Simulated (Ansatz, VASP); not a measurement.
## Au: VASP beside Ansatz

INCAR

```
ALGO     = Fast           # electronic algorithm
EDIFF    = 1E-6           # SCF threshold, eV
EDIFFG   = -0.015         # ionic threshold
ENCUT    = 600            # plane-wave cutoff, eV
GGA      = PE             # functional
IBRION   = 2              # ionic algorithm
ISIF     = 3              # what is computed and relaxed
ISMEAR   = 0              # smearing method
LASPH    = T              # aspherical terms in the spheres
LCHARG   = F              # write CHGCAR
LREAL    = F              # projectors in reciprocal space
LWAVE    = F              # write WAVECAR
NELM     = 60             # most SCF steps
NSW      = 80             # ionic steps
PREC     = Accurate       # precision mode
SIGMA    = 0.1            # smearing width, eV
```

File KPOINTS:

```
k-points
0
Gamma
  8 12 12
```

POSCAR

```
Au
1.0
    0.0000000000      0.0000000000     -4.8830858029
   -4.3782244191     -2.5277690470      0.0000000000
    0.0000000000      5.0555380939      0.0000000000
Au
6
Direct
    0.7500000000      0.6666666667      0.6666666667
    0.7500000000      1.0000000000      0.3333333333
    0.7500000000      0.3333333333      0.0000000000
    0.2500000000      0.3333333333      0.3333333333
    0.2500000000      0.6666666667      1.0000000000
    0.2500000000      1.0000000000      0.6666666667
```

Input for Ansatz:

```yaml
crystal:
  lattice:
    - [0.0, 0.0, -4.8830858029]
    - [-4.3782244191, -2.527769047, 0.0]
    - [0.0, 5.0555380939, 0.0]
  atoms:
    - { symbol: Au, position: [0.75, 0.6666666667, 0.6666666667] }
    - { symbol: Au, position: [0.75, 1.0, 0.3333333333] }
    - { symbol: Au, position: [0.75, 0.3333333333, 0.0] }
    - { symbol: Au, position: [0.25, 0.3333333333, 0.3333333333] }
    - { symbol: Au, position: [0.25, 0.6666666667, 1.0] }
    - { symbol: Au, position: [0.25, 1.0, 0.6666666667] }
basis:
  ecutwfc: 420
kpoints:
  mp_grid: { grid: [8, 12, 12] }
hamiltonian:
  xc: pbe
scf:
  occupations: { method: gaussian, width: 0.1 }
output:
  forces: true
  stress: true
  eigenvalues: true
relax:
  adjacent_minimum: "off"
  f_tol: 0.015
  max_steps: 60
  cell: { stress_tol: 0.15 }
```

Alike in both runs: task relaxation of cell and atoms; functional PBE; k mesh 8 × 12 × 12; occupations gaussian, width 0.1 eV; no spin polarisation.

```csv
,VASP,Ansatz
version,VASP 6.6.1,Ansatz 0.2.0
potentials or method,"VASP PAW PBE potentials, release 64 (Au), cutoff 600 eV","scalar-relativistic, plane waves, PAW"
valence electrons in the cell,66,114
```

|  | VASP | Ansatz | Ansatz less VASP |
| --- | --- | --- | --- |
| gap on the k mesh at the Fermi level, each at its own relaxed structure (eV) | none | none | - |
| relaxed volume (Å³/atom) | 17.98 | 18.01 | +0.031 |
| relaxed length of the cell vector where the two differ most in proportion (Å) | 5.052 | 5.056 | +0.0030 |

A gap of «none» marks a metal or a gap that the smearing closes. VASP's potentials hold 66 valence electrons a cell and Ansatz's 114, so a difference there can come from the potentials and not from the codes.

Spin-orbit coupling is off throughout.
